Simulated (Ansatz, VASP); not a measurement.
## TiSi2: VASP beside Ansatz

```
Ti Si
1.0
    -1.47287    1.71213    4.21208
     1.47287   -1.71213    4.21208
     1.47287    1.71213   -4.21208
Ti Si
1 2
Direct
  0.00000 0.00000 0.00000
  0.32992 0.32992 0.00000
  0.67008 0.67008 0.00000
```

Alike in both runs: task single point; functional PBE; k mesh 8 × 8 × 8; occupations gaussian, width 0.1 eV; no spin polarisation.

|  | VASP | Ansatz |
| --- | --- | --- |
| version | VASP 6.6.1 | Ansatz 0.2.0 |
| potentials or method | VASP PAW PBE potentials, release 64 (Ti_sv, Si), cutoff 520 eV | scalar-relativistic, plane waves, PAW |
| valence electrons in the cell | 20 | 20 |

Ansatz gave:

| Item | Value |
| --- | --- |
| gap on the k mesh at the Fermi level (eV) | none |
| pressure (GPa) | 0.3 |
| traceless stress, the component that is largest in VASP (GPa) | 1.48 |
| rms of the force components (eV/Å) | 0.017 |

Question: Estimate VASP's values.

Answer: gap on the k mesh at the Fermi level (eV): none; pressure (GPa): 0.3; traceless stress, the component that is largest in VASP (GPa): 1.47; rms of the force components (eV/Å): 0.018.

Atom by atom the forces differ by 0.000 eV/Å (rms over components). A gap of «none» marks a metal or a gap that the smearing closes.
